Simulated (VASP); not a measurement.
# NaI (Fm-3m) in VASP: notebook

NaI is run at these levels: PBE; tasks: single point.

Everything below comes from runs of VASP 6.6.1. Logs are shortened: lines on timing, memory, paths and dates and some standing lists are left out, and cuts for length are marked.

## (1) The cell of the first run

It takes space group Fm-3m (No. 225, cubic). Conventional cell: a = 6.572 Å, b = 6.572 Å, c = 6.572 Å, α = 90.00°, β = 90.00°, γ = 90.00°. Na (site symmetry m-3m) has 6 I at 3.29 Å within 4.3 Å. Within 4.3 Å of I (site symmetry m-3m) lie 6 Na at 3.29 Å.

## (2) Single point, PBE (35.49 Å³/atom)

INCAR reads:

```
PREC = Accurate ; ENCUT = 520
EDIFF = 1E-7 ; ISMEAR = 0
SIGMA = 0.05 ; LREAL = F
LASPH = T ; NELM = 100
ALGO = Normal ; ISIF = 2
LWAVE = F ; LCHARG = F
GGA = PE ; NBANDS = 14
```

KPOINTS reads:

```
regular mesh
0
Gamma
  10 10 10
```

POSCAR reads:

```
NaI
1.0
    0.0000000000      3.2861571477      3.2861571477
    3.2861571477      0.0000000000      3.2861571477
    3.2861571477      3.2861571477      0.0000000000
Na I
1 1
Direct
    0.0000000000      0.0000000000      0.0000000000
    0.5000000000      0.5000000000      0.5000000000
```

Potentials or basis: VASP PAW PBE potentials, release 64 (Na_pv, I).

The run is started by

```console
> cat potpaw_PBE.64/Na_pv/POTCAR potpaw_PBE.64/I/POTCAR > POTCAR
> mpirun -np 1 vasp_std > vasp.out
```

OUTCAR:

```text
PREC = Accurate
   ENCUT = 520
   EDIFF = 1E-7
   ISMEAR = 0
   LREAL = F
   LASPH = T
   NELM = 100
   ISIF = 2
   GGA = PE

 ion  position               nearest neighbor table
   1  0.000  0.000  0.000-
   2  0.500  0.500  0.500-

  LATTYP: Found a face centered cubic cell.
 ALAT       =     6.5723142954

  Lattice vectors:

 A1 = (   0.0000000000,   3.2861571477,   3.2861571477)
 A2 = (   3.2861571477,   0.0000000000,   3.2861571477)
 A3 = (   3.2861571477,   3.2861571477,   0.0000000000)

Analysis of symmetry for initial positions (statically):
=====================================================================
 Subroutine PRICEL returns:
 Original cell was already a primitive cell.

 Routine SETGRP: Setting up the symmetry group for a
 face centered cubic supercell.

 Subroutine GETGRP returns: Found 48 space group operations
 (whereof 48 operations were pure point group operations)
 out of a pool of 48 trial point group operations.

The static configuration has the point symmetry O_h .

Analysis of symmetry for dynamics (positions and initial velocities):
=====================================================================
 Subroutine PRICEL returns:
 Original cell was already a primitive cell.

 Routine SETGRP: Setting up the symmetry group for a
 face centered cubic supercell.

 Subroutine GETGRP returns: Found 48 space group operations
 (whereof 48 operations were pure point group operations)
 out of a pool of 48 trial point group operations.

The dynamic configuration has the point symmetry O_h .

 Subroutine INISYM returns: Found 48 space group operations
 (whereof 48 operations are pure point group operations),
 and found     1 'primitive' translations

----------------------------------------------------------------------------------------

                                     Primitive cell

  volume of cell :      70.9733

  direct lattice vectors                    reciprocal lattice vectors
     0.000000000  3.286157148  3.286157148    -0.152153405  0.152153405  0.152153405
     3.286157148  0.000000000  3.286157148     0.152153405 -0.152153405  0.152153405
     3.286157148  3.286157148  0.000000000     0.152153405  0.152153405 -0.152153405

  length of vectors
     4.647328006  4.647328006  4.647328006     0.263537428  0.263537428  0.263537428

  position of ions in fractional coordinates (direct lattice)
     0.000000000  0.000000000  0.000000000
     0.500000000  0.500000000  0.500000000

  ion indices of the primitive-cell ions
   primitive index   ion index
                 1           1
                 2           2

----------------------------------------------------------------------------------------

 KPOINTS: regular mesh

Automatic generation of k-mesh.
 Grid dimensions read from file:
 generate k-points for:   10   10   10

 Generating k-lattice:

  Cartesian coordinates                     Fractional coordinates (reciprocal lattice)
    -0.015215341  0.015215341  0.015215341     0.100000000  0.000000000  0.000000000
     0.015215341 -0.015215341  0.015215341     0.000000000  0.100000000  0.000000000
     0.015215341  0.015215341 -0.015215341     0.000000000  0.000000000  0.100000000

  Length of vectors
     0.026353743  0.026353743  0.026353743

  Shift w.r.t. Gamma in fractional coordinates (k-lattice)
     0.000000000  0.000000000  0.000000000

 Subroutine IBZKPT returns following result:
 ===========================================

 Found     47 irreducible k-points:

 Following reciprocal coordinates:
            Coordinates               Weight
  0.000000  0.000000  0.000000      1.000000
  0.100000  0.000000  0.000000      8.000000
  0.200000  0.000000  0.000000      8.000000
  0.300000  0.000000  0.000000      8.000000
  0.400000  0.000000  0.000000      8.000000
  0.500000  0.000000  0.000000      4.000000
[... 16 lines left out ...]
  0.300000  0.300000  0.000000      6.000000
  0.400000  0.300000  0.000000     24.000000
 [... further k-points ...]
   k-points           NKPTS =     47   k-points in BZ     NKDIM =     47   number of bands    NBANDS=     14
   number of dos      NEDOS =    301   number of ions     NIONS =      2
   total plane-waves  NPLWV =  46656
   dimension x,y,z NGX =    36 NGY =   36 NGZ =   36
   dimension x,y,z NGXF=    72 NGYF=   72 NGZF=   72
   ions per type =               1   1
   NGX,Y,Z   is equivalent  to a cutoff of  12.88, 12.88, 12.88 a.u.
   NGXF,Y,Z  is equivalent  to a cutoff of  25.76, 25.76, 25.76 a.u.
 SYSTEM =  unknown system
   PREC   = accura    normal or accurate (medium, high low for compatibility)
   ISTART =      0    job   : 0-new  1-cont  2-samecut
   ICHARG =      2    charge: 1-file 2-atom 10-const
   ISPIN  =      1    spin polarized calculation?
   LNONCOLLINEAR =      F non collinear calculations
   LSORBIT =      F    spin-orbit coupling
   LASPH  =      T    aspherical Exc in radial PAW
   ENCUT  =  520.0 eV  38.22 Ry    6.18 a.u.   8.64  8.64  8.64*2*pi/ulx,y,z
   NELM   =    100;   NELMIN=  2; NELMDL= -5     # of ELM steps
   EDIFF  = 0.1E-06   stopping-criterion for ELM
   LREAL  =      F    real-space projection
   EDIFFG = 0.1E-05   stopping-criterion for IOM
   NSW    =      0    number of steps for IOM
   IBRION =     -1    ionic relax: 0-MD 1-quasi-New 2-CG
   NFREE  =      0    steps in history (QN), initial steepest desc. (CG)
   ISIF   =      2    stress and relaxation
   ISYM   =      2    0-nonsym 1-usesym 2-fastsym
   POTIM  = 0.5000    time-step for ionic-motion
   TEBEG  =    0.0;   TEEND  =   0.0 temperature during run
   PSTRESS=    0.0 pullay stress
   NELECT =      14.0000    total number of electrons
   NUPDOWN=      -1.0000    fix difference up-down
   EMIN   =  10.00;   EMAX   =-10.00  energy-range for DOS
   EFERMI =   0.00;   METHOD = LEGACY
   ISMEAR =     0;   SIGMA  =   0.05  broadening in eV -4-tet -1-fermi 0-gaus
   EFERMI_NEDOS =   21; number of points for ismear=-14 and -15
   IALGO  =     38    algorithm
   IMIX   =      4    mixing-type and parameters
     AMIX     =   0.40;   BMIX     =  1.00
     AMIX_MAG =   1.60;   BMIX_MAG =  1.00
  volume/ion in A,a.u.               =      35.49       239.48
  Fermi-wavevector in a.u.,A,eV,Ry     =   0.952985  1.800880 12.356532  0.908180
  Thomas-Fermi vector in A             =   2.081598
   LORBIT       =      0    0 simple, 1 ext, 2 COOP (PROOUT), +10 PAW based schemes
   GGA     = PE    functional components
   LHFCALC =     F    Hartree Fock is set to
   AEXX    =    0.0000 exact exchange contribution
   IVDW    =     0    specifies the selected vdW correction
   LEPSILON=     F    determine dielectric tensor
   LRPA    =     F    only Hartree local field effects (RPA)
 non-spin polarized calculation
 Gauss-broadening in eV      SIGMA  =   0.05
  energy-cutoff  :      520.00
  volume of cell :       70.97
 maximum number of plane-waves:      1925
   NGX = 17   NGY = 17   NGZ = 17

 number of electron      13.9999999 magnetization

 Free energy of the ion-electron system (eV)
  ---------------------------------------------------
  ext. energy  EPLUGINS =         0.00000000
  ---------------------------------------------------
  free energy    TOTEN  =        -5.38646312 eV

  energy without entropy =       -5.38646312  energy(sigma->0) =       -5.38646312

 E-fermi :   0.7777     XC(G=0):  -7.5218

 val. band max:        0.4983152172   @ k =   0.0000   0.0000   0.0000
 cond. band min:       4.0220313422   @ k =   0.0000   0.0000   0.0000
 fundamental gap:      3.5237161250
 Fermi energy:         0.7777463142

 k-point     1 :       0.0000    0.0000    0.0000
  band No.  band energies     occupation
      1     -21.9999      2.00000
      2     -21.9999      2.00000
      3     -21.9999      2.00000
      4     -10.4073      2.00000
      5       0.4983      2.00000
      6       0.4983      2.00000
      7       0.4983      2.00000
      8       4.0220      0.00000
      9       8.4240      0.00000
     10       8.4240      0.00000
     11       8.4240      0.00000
     12      10.1687      0.00000
     13      10.1687      0.00000
     14      10.8970      0.00000

 k-point     2 :       0.1000    0.0000    0.0000
  band No.  band energies     occupation
      1     -22.0003      2.00000
      2     -21.9999      2.00000
      3     -21.9999      2.00000
      4     -10.3828      2.00000
      5       0.2093      2.00000
      6       0.4721      2.00000
      7       0.4721      2.00000
      8       4.3602      0.00000
      9       8.1547      0.00000
     10       8.5249      0.00000
     11       8.5249      0.00000
     12       9.8364      0.00000
     13       9.8364      0.00000
     14      11.3119      0.00000

 k-point     3 :       0.2000    0.0000    0.0000
  band No.  band energies     occupation
      1     -22.0013      2.00000
      2     -22.0000      2.00000
      3     -22.0000      2.00000
      4     -10.3174      2.00000
      5      -0.3917      2.00000
      6       0.4055      2.00000
      7       0.4055      2.00000
      8       5.0304      0.00000
      9       7.8695      0.00000
     10       8.5563      0.00000
     11       8.5563      0.00000
     12       9.7086      0.00000
     13       9.7086      0.00000
     14      10.9846      0.00000

 k-point     4 :       0.3000    0.0000    0.0000
  band No.  band energies     occupation
      1     -22.0026      2.00000
      2     -22.0001      2.00000
      3     -22.0001      2.00000
      4     -10.2333      2.00000
      5      -0.9766      2.00000
      6       0.3270      2.00000
      7       0.3270      2.00000
      8       5.4805      0.00000
      9       8.0918      0.00000
     10       8.2569      0.00000
     11       8.2570      0.00000
     12      10.3564      0.00000
     13      10.3564      0.00000
     14      10.5836      0.00000

 k-point     5 :       0.4000    0.0000    0.0000
  band No.  band energies     occupation
      1     -22.0036      2.00000
      2     -22.0001      2.00000
      3     -22.0001      2.00000
      4     -10.1625      2.00000
      5      -1.3809      2.00000
      6       0.2663      2.00000
      7       0.2663      2.00000
      8       5.5790      0.00000
      9       7.9947      0.00000
     10       7.9947      0.00000
     11       8.6542      0.00000
[... 276 lines left out ...]
 k-point    22 :      -0.2000    0.2000    0.0000
  band No.  band energies     occupation
      1     -22.0023      2.00000
      2     -22.0009      2.00000
      3     -22.0000      2.00000
      4     -10.2069      2.00000
      5      -0.8847      2.00000
      6      -0.1054      2.00000
      7       0.3402      2.00000
      8       6.1411      0.00000
      9       7.6221      0.00000
     10       7.6345      0.00000
     11       8.5468      0.00000
     12       9.4399      0.00000
     13      11.7896      0.00000
     14      12.5813      0.00000

 k-point    23 :       0.3000    0.3000    0.0000
  band No.  band energies     occupation
      1     -22.0021      2.00000
      2     -22.0008      2.00000
      3     -22.0007      2.00000
      4     -10.1846      2.00000
      5      -0.8583      2.00000
      6       0.0263      2.00000
      7       0.0263      2.00000
      8       5.6024      0.00000
      9       6.6292      0.00000
     10       8.1944      0.00000
     11      10.0295      0.00000
     12      10.0295      0.00000
     13      11.0886      0.00000
     14      13.8469      0.00000

 k-point    24 :       0.4000    0.3000    0.0000
  band No.  band energies     occupation
      1     -22.0026      2.00000
      2     -22.0010      2.00000
      3     -22.0009      2.00000
      4     -10.1323      2.00000
      5      -1.0490      2.00000
      6      -0.1297      2.00000
      7      -0.0435      2.00000
      8       5.5434      0.00000
      9       6.5732      0.00000
     10       8.4602      0.00000
     11       9.9737      0.00000
     12      10.6726      0.00000
     13      11.8926      0.00000
     14      13.8940      0.00000

 [... further k-points ...]

------------------------ aborting loop because EDIFF is reached ----------------------------------------

  FORCE on cell =-STRESS in cart. coord.  units (eV):
  Direction    XX          YY          ZZ          XY          YZ          ZX
  --------------------------------------------------------------------------------------
  -------------------------------------------------------------------------------------
  Total       -0.1227650     -0.1227650     -0.1227650      0.0000000      0.0000000      0.0000000
  in kB       -2.7713426     -2.7713426     -2.7713426      0.0000000      0.0000000      0.0000000
  external PRESSURE =      -2.7713426 kB  Pullay stress =       0.0000000 kB

 VOLUME and BASIS-vectors are now :
 -----------------------------------------------------------------------------
  energy-cutoff  :      520.00
  volume of cell :       70.97
      direct lattice vectors                 reciprocal lattice vectors
     0.000000000  3.286157148  3.286157148    -0.152153405  0.152153405  0.152153405
     3.286157148  0.000000000  3.286157148     0.152153405 -0.152153405  0.152153405
     3.286157148  3.286157148  0.000000000     0.152153405  0.152153405 -0.152153405

 POSITION                                       TOTAL-FORCE (eV/Angst)
 -----------------------------------------------------------------------------------
      0.00000      0.00000      0.00000         0.000000     -0.000000     -0.000000
      3.28616      3.28616      3.28616        -0.000000      0.000000      0.000000
 -----------------------------------------------------------------------------------
    total drift:                                0.000000      0.000000      0.000000

  FREE ENERGIE OF THE ION-ELECTRON SYSTEM (eV)
  ---------------------------------------------------
  free  energy   TOTEN  =        -5.3864631195 eV

  energy  without entropy=       -5.3864631195  energy(sigma->0) =       -5.38646312
```

Run time: 16 s. Hardware: 1 thread of Intel Xeon 6975P-C (Granite Rapids), shared host; peak memory 0.22 GiB.

Results:

```yaml
Free_energy: -5.3865 eV
Pressure: -0.3 GPa
Band_gap_on_the_k_mesh: 3.52 eV
```

Caveat: spin-orbit coupling is left out, which moves the levels of the heavy elements.

## (3) Single point, PBE (36.18 Å³/atom)

This run uses another cell than the first one, of 36.18 Å³/atom.

INCAR reads:

```
SYSTEM = NaI
PREC     = Accurate       ! precision mode
ENCUT    = 520            ! plane-wave cutoff, eV
EDIFF    = 1E-6           ! SCF threshold, eV
ISMEAR   = 0              ! smearing method
SIGMA    = 0.05           ! smearing width, eV
LREAL    = .FALSE.        ! projectors in reciprocal space
LASPH    = .TRUE.         ! aspherical terms in the spheres
NELM     = 100            ! most SCF steps
ALGO     = Normal         ! electronic algorithm
ISIF     = 2              ! what is computed and relaxed
LWAVE    = .FALSE.        ! write WAVECAR
LCHARG   = .TRUE.         ! write CHGCAR
GGA      = PE             ! functional
LELF     = .TRUE.         ! ELF
LVHAR    = .TRUE.       
NBANDS   = 14             ! bands
```

KPOINTS reads:

```
regular mesh
0
G
  10 10 10
  0 0 0
```

POSCAR reads:

```
NaI
1.0
    0.0000000000      3.3074964284      3.3074964284
    3.3074964284      0.0000000000      3.3074964284
    3.3074964284      3.3074964284      0.0000000000
Na I
1 1
Direct
    0.0000000000      0.0000000000      0.0000000000
    0.5000000000      0.5000000000      0.5000000000
```

Potentials or basis: VASP PAW PBE potentials, release 64 (Na_pv, I).

The run is started by

```console
> cat potpaw_PBE.64/Na_pv/POTCAR potpaw_PBE.64/I/POTCAR > POTCAR
> mpirun -np 1 vasp_std > vasp.out
```

It took 18 s on 1 thread of Intel Xeon 6975P-C (Granite Rapids), shared host; peak memory 0.22 GiB.

Results (log left out):

```
Free energy            : -5.3830 eV
Pressure               : -0.5 GPa
Band gap on the k mesh : 3.48 eV
```

Levels at points of the mesh, in eV from the valence-band top:
```csv
k point,band 3,band 4,band 5,band 6,band 7,band 8,band 9,band 10,band 11,band 12
"(0.00, 0.00, 0.00)",-22.53,-10.86,0.00,0.00,0.00,3.48,7.92,7.92,7.92,9.64
"(0.50, 0.00, 0.00)",-22.53,-10.60,-1.96,-0.24,-0.24,5.07,7.38,7.38,8.26,10.15
"(0.50, 0.50, 0.00)",-22.53,-10.54,-1.70,-0.66,-0.66,4.44,5.66,9.46,10.91,10.91
```

Caveat: spin-orbit coupling is left out, which moves the levels of the heavy elements.

## (4) Single point, PBE

This run uses another cell than the first one, of 34.79 Å³/atom.

INCAR reads:

```
SYSTEM = NaI
ALGO = Normal
EDIFF = 1E-7
ENCUT = 520
GGA = PE
ISIF = 2
ISMEAR = 1
LASPH = .True.
LCHARG = .False.
LREAL = .False.
LWAVE = .False.
NBANDS = 14
NELM = 80
PREC = Accurate
SIGMA = 0.1
```

KPOINTS reads:

```
k-points
0
Gamma
  15 15 15
  0 0 0
```

POSCAR reads:

```
NaI
1.0
    0.0000000000      3.2645370669      3.2645370669
    3.2645370669      0.0000000000      3.2645370669
    3.2645370669      3.2645370669      0.0000000000
Na I
1 1
Direct
    0.0000000000      0.0000000000      0.0000000000
    0.5000000000      0.5000000000      0.5000000000
```

The run is started by

```console
> cat potpaw_PBE.64/Na_pv/POTCAR potpaw_PBE.64/I/POTCAR > POTCAR
> mpirun -np 1 vasp_std > vasp.out
```

Wall time 38 s (1 thread of Intel Xeon 6975P-C (Granite Rapids), shared host); peak memory 0.27 GiB.

Results (log left out):

| Item | Value |
| --- | --- |
| Free energy | -5.3871 eV |
| Pressure | 0.0 GPa |
| Band gap on the k mesh | 3.57 eV |

Levels at points of the mesh, in eV from the valence-band top:
```csv
k point,band 3,band 4,band 5,band 6,band 7,band 8,band 9,band 10,band 11,band 12
"(0.00, 0.00, 0.00)",-22.47,-10.95,0.00,0.00,0.00,3.57,7.93,7.93,7.93,9.70
```

Caveat: spin-orbit coupling is left out, which moves the levels of the heavy elements; an odd mesh through Γ misses points on the zone boundary, where band edges can lie.

## (5) The runs side by side

| cell | k mesh | smearing | gap on the mesh (eV) | pressure (GPa) |
| --- | --- | --- | --- | --- |
| a = 4.647 Å, angles 60.0°, 2 atoms | 10 × 10 × 10 | gaussian 0.05 eV | 3.52 | -0.3 |
| a = 4.678 Å, angles 60.0°, 2 atoms | 10 × 10 × 10 | gaussian 0.05 eV | 3.48 | -0.5 |
| a = 4.617 Å, angles 60.0°, 2 atoms | 15 × 15 × 15 | methfessel-paxton 0.1 eV | 3.57 | 0.0 |

Alike in all rows: task single point; level PBE; potentials or basis VASP PAW PBE potentials, release 64 (Na_pv, I); no spin polarisation; cutoff (eV) 520.

Caveats: spin-orbit coupling is left out, which moves the levels of the heavy elements; an odd mesh through Γ misses points on the zone boundary, where band edges can lie (at least some runs).

Absolute energies hang on the potentials; compare differences alone.
